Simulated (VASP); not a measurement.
TaAs: relaxation of cell and atoms with PBEsol

TaAs:

```
CELL_PARAMETERS angstrom
-1.72181 1.72181 5.86794
1.72181 -1.72181 5.86794
1.72181 1.72181 -5.86794
ATOMIC_POSITIONS crystal
Ta 0.24997 0.74997 0.50000
Ta 0.49997 0.49997 0.00000
As 0.83263 0.33263 0.50000
As 0.08263 0.08263 0.00000
```

- Program: VASP 6.6.1
- Task: relaxation of cell and atoms
- Functional: PBEsol
- Potentials or basis: VASP PAW PBE potentials, release 64 (Ta_pv, As)
- Cutoff: 600 eV
- k mesh: 10 × 10 × 10
- Occupations: gaussian, width 0.03 eV
- Spin: no spin polarisation
- Dipole correction: no
- Further INCAR settings: ALGO = Normal; EDIFF = 1e-06; IBRION = 2; EDIFFG = -0.003; NSW = 100; ISIF = 3

- Relaxed volume: 17.09 Å³/atom
- Relaxed cell: a = 6.289 Å, b = 6.289 Å, c = 6.289 Å, α = 148.33°, β = 148.33°, γ = 45.39°
- Space group after relaxing (to 0.05 Å): I4_1md (No. 109)
- Energy gained by relaxing: 3.4 meV/atom
- Ionic steps: 11
- Pressure after relaxing: 0.0 GPa
- Band gap on the k mesh: 0.01 eV, indirect (least direct gap 0.02 eV)

The path:
| step | energy change (eV) | largest force (eV/Å) | pressure (GPa) | volume (Å³) |
| --- | --- | --- | --- | --- |
| 1 | 0.0000 | 0.0286 | -3.20 | 69.59 |
| 2 | 0.0339 | 0.0410 | 6.91 | 66.15 |
| 3 | -0.0123 | 0.0326 | 0.01 | 68.39 |
| 4 | -0.0123 | 0.0326 | 0.06 | 68.37 |
| 5 | -0.0132 | 0.0270 | 0.06 | 68.34 |
| 6 | -0.0134 | 0.0222 | 0.04 | 68.33 |
| 7 | -0.0134 | 0.0090 | -0.08 | 68.37 |
| 8 | -0.0134 | 0.0021 | -0.05 | 68.36 |
| 9 | -0.0134 | 0.0051 | 0.05 | 68.31 |
| 10 | -0.0134 | 0.0010 | 0.02 | 68.34 |
| 11 | -0.0134 | 0.0002 | 0.02 | 68.34 |

Final structure:
```
Ta As
1.0
    -1.71597    1.71597    5.80244
     1.71597   -1.71597    5.80244
     1.71597    1.71597   -5.80244
Ta As
2 2
Direct
  0.25030 0.75030 0.50000
  0.50030 0.50030 0.00000
  0.83230 0.33230 0.50000
  0.08230 0.08230 0.00000
```

Levels at points of the mesh, in eV from the valence-band top:
```csv
k point,band 13,band 14,band 15,band 16,band 17,band 18,band 19,band 20
"(0.00, 0.00, 0.00)",-2.38,-1.95,-1.62,-1.62,0.92,1.62,2.43,3.17
"(0.50, 0.00, 0.00)",-2.47,-2.29,-1.57,-0.20,0.14,1.43,2.34,2.51
"(0.50, 0.50, 0.00)",-3.18,-3.18,-1.13,-1.13,2.86,2.86,3.16,3.16
"(0.50, 0.50, 0.50)",-2.86,-2.86,-0.90,-0.90,1.25,1.25,2.39,2.39
```

Run time: 40 min on 1 thread of Intel(R) Xeon(R) Platinum 8375C CPU @ 2.90GHz (Ice Lake), on a shared host, peak memory 0.55 GiB.

Caveat: the PAW data sets were made with another functional, which shifts forces and pressure a little; spin-orbit coupling is left out, which moves the levels of the heavy elements. A k mesh can miss the band edges.
